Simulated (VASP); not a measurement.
BN (zincblende type): single point with LDA

Crystal: BN (zincblende type).

```
CELL_PARAMETERS angstrom
0.00000 1.60462 1.60462
1.60462 0.00000 1.60462
1.60462 1.60462 0.00000
ATOMIC_POSITIONS crystal
B 0.00000 0.00000 0.00000
N 0.25000 0.25000 0.25000
```

This cell differs from its parent crystal: volume scaled by 0.72.

* Program: VASP 6.6.1
* Task: single point
* Functional: LDA
* Potentials or basis: VASP PAW LDA potentials, release 64 (B, N)
* Cutoff: 600 eV
* k mesh: 15 × 15 × 15
* Occupations: fermi-dirac, width 0.1 eV
* Spin: no spin polarisation

| Property | Result |
| --- | --- |
| Pressure | 239.7 GPa |
| Band gap on the k mesh | 4.78 eV, indirect (least direct gap 10.38 eV) |

Levels at points of the mesh, in eV from the valence-band top:
```
           k point  band 2  band 3  band 4  band 5  band 6  band 7
(0.00, 0.00, 0.00)    0.00    0.00    0.00   10.38   10.38   10.38
```

It took 14 s on 1 thread of AMD EPYC 9R45, on a shared host, peak memory 0.09 GiB.

 A k mesh can miss the band edges.
